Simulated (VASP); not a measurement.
A run of VASP 6.6.1 is set up as follows.

The input INCAR:

```
PREC = Accurate
ENCUT = 520
EDIFF = 1E-7
ISMEAR = -1
SIGMA = 0.1
LREAL = F
LASPH = T
NELM = 100
ALGO = Normal
ISIF = 2
LWAVE = F
LCHARG = F
GGA = PE
NBANDS = 10
```

KPOINTS

```
regular mesh
0
Gamma
  17 17 17
```

The input POSCAR:

```
Cl
1.0
   -1.6286663500      1.6286663500      1.6286663500
    1.6286663500     -1.6286663500      1.6286663500
    1.6286663500      1.6286663500     -1.6286663500
Cl
1
Direct
    0.0000000000      0.0000000000      0.0000000000
```

Potentials or basis: VASP PAW PBE potentials, release 64 (Cl).

The run is started by

```bash
$ cat potpaw_PBE.64/Cl/POTCAR > POTCAR
$ mpirun -np 1 vasp_std > vasp.out
```

(1) What does it give for the pressure?

Answers

(1) 11.9 GPa.

Caveat: an odd number of electrons without spin polarisation forces a metal; a magnetic or distorted state may lie lower.
